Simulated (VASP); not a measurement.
A run of VASP 6.6.1:

Contents of INCAR:

```
SYSTEM = Hg
PREC = Accurate ; ENCUT = 520
EDIFF = 1E-6 ; ISMEAR = -1
SIGMA = 0.05 ; LREAL = .False.
LASPH = .True. ; NELM = 80
ALGO = Normal ; ISIF = 2
LWAVE = .False. ; LCHARG = .False.
GGA = PE ; NBANDS = 25
```

File KPOINTS:

```
Automatic mesh
0
Gamma
  7 7 10
  0 0 0
```

Contents of POSCAR:

```
Hg
1.0
    4.2905993990      0.0000000000      0.0000000000
   -2.1452996995      3.7157680770      0.0000000000
    0.0000000000      0.0000000000      2.4956133716
Hg
3
Direct
    0.0000000000      0.0000000000      0.0000000000
    0.3333333333      0.6666666667      0.5000000000
    0.6666666667      0.3333333333      0.5000000000
```

Potentials or basis: VASP PAW PBE potentials, release 64 (Hg).

Command:

```sh
$ cat potpaw_PBE.64/Hg/POTCAR > POTCAR
$ mpirun -np 1 vasp_std > vasp.out
```

Hardware: 1 thread of AMD EPYC 7R13 (shared host).

Task: Estimate the wall time of this run.

Result: Wall time 72 s on 1 thread of AMD EPYC 7R13 (shared host), peak memory 0.15 GiB. Counts: scf iterations 11, k points 48.
